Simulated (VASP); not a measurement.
Wanted: the native input for a VASP 6.6.1 run.

```
Task                   : single point
Functional             : PBE
Potentials or basis    : VASP PAW PBE potentials, release 64 (Cd, Se, S)
Cutoff                 : 520 eV
k mesh                 : 6 × 6 × 2
Occupations            : gaussian, width 0.1 eV
Spin                   : no spin polarisation
Dipole correction      : no
Further INCAR settings : ALGO = Normal; EDIFF = 1e-07; NBANDS = 36
```

The structure of Cd3SeS2 lies in POSCAR:

```
Cd3SeS2
1.0
    4.2522953000      0.0000000000      0.0000000000
   -2.1261477000      3.6825958000      0.0000000000
    0.0000000000      0.0000000000     10.4284919000
Cd Se S
3 1 2
Direct
    0.0000000000      0.0000000000      0.9909710000
    0.3333333000      0.6666667000      0.6665880000
    0.6666667000      0.3333333000      0.3429170000
    0.0000000000      0.0000000000      0.2478580000
    0.3333333000      0.6666667000      0.9130000000
    0.6666667000      0.3333333000      0.5886650000
```

The input as run:

INCAR

```
SYSTEM = Cd3SeS2
ALGO = Normal
EDIFF = 1E-7
ENCUT = 520
GGA = PE
ISIF = 2
ISMEAR = 0
LASPH = .TRUE.
LCHARG = .FALSE.
LREAL = .FALSE.
LWAVE = .FALSE.
NBANDS = 36
NELM = 60
PREC = Accurate
SIGMA = 0.1
```

KPOINTS

```
k-points
0
G
  6 6 2
  0 0 0
```

Potentials or basis: VASP PAW PBE potentials, release 64 (Cd, Se, S).

The run is started by

```console
$ cat potpaw_PBE.64/Cd/POTCAR potpaw_PBE.64/Se/POTCAR potpaw_PBE.64/S/POTCAR > POTCAR
$ mpirun -np 1 vasp_std > vasp.out
```

Results of the run:

```json
{"Pressure": "0.3 GPa", "Largest force": "0.008 eV/Å", "Band gap on the k mesh": "0.66 eV, direct"}
```

It took 48 s on 1 thread of Intel(R) Xeon(R) 6975P-C (Granite Rapids), on a shared host, peak memory 0.3 GiB.
